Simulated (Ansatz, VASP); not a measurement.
**GdN in VASP and in Ansatz**

The input INCAR:

```
SYSTEM = GdN
PREC = Accurate
ENCUT = 520
EDIFF = 1E-7
ISMEAR = -1
SIGMA = 0.05
LREAL = .FALSE.
LASPH = .TRUE.
NELM = 150
ALGO = Normal
ISIF = 2
LWAVE = .FALSE.
LCHARG = .TRUE.
ISPIN = 2
MAGMOM = 7 0
LORBIT = 11
LMAXMIX = 6
GGA = PE
LELF = .TRUE.
LVHAR = .TRUE.
NBANDS = 22
```

File KPOINTS:

```
regular mesh
0
G
  11 11 11
  0 0 0
```

File POSCAR:

```
GdN
1.0
    0.0000000000      2.4784948052      2.4784948052
    2.4784948052      0.0000000000      2.4784948052
    2.4784948052      2.4784948052      0.0000000000
Gd N
1 1
Direct
    0.0000000000      0.0000000000      0.0000000000
    0.5000000000      0.5000000000      0.5000000000
```

Input for Ansatz:

```yaml
crystal:
  lattice:
    - [0.0, 2.4784948052, 2.4784948052]
    - [2.4784948052, 0.0, 2.4784948052]
    - [2.4784948052, 2.4784948052, 0.0]
  atoms:
    - { symbol: Gd, position: [0.0, 0.0, 0.0], spin: 7.0 }
    - { symbol: "N", position: [0.5, 0.5, 0.5] }
magnetization:
  spin_polarized: true
kpoints:
  mp_grid: { grid: [11, 11, 11] }
scf:
  occupations: { method: fermi_dirac, width: 0.05 }
hamiltonian:
  xc: pbe
  pseudopotentials: { kind: all_electron, lapw: { basis_error: 0.001 } }
output:
  forces: true
  stress: true
  eigenvalues: true
```

Change from the starting cell: volume scaled by 0.975.

Alike in both runs: task single point; functional PBE; k mesh 11 × 11 × 11; occupations fermi-dirac, width 0.05 eV; collinear spin.

```csv
,VASP,Ansatz
version,VASP 6.6.1,Ansatz 0.2.0
potentials or method,"VASP PAW PBE potentials, release 64 (Gd, N), cutoff 520 eV","all-electron LAPW, scalar-relativistic"
```

|  | VASP | Ansatz | Ansatz less VASP |
| --- | --- | --- | --- |
| pressure (GPa) | 2.5 | 2.5 | -0.07 |
| net moment per atom (μB) | 3.50 | 3.50 | 0.000 |
| size of the moment on the site where the two differ most (μB) | 6.80 | 6.99 | +0.181 |

Site moments also hang on the region over which each program counts them. Ansatz ran all-electron here, and VASP with PAW potentials.

Neither program's run includes spin-orbit coupling.
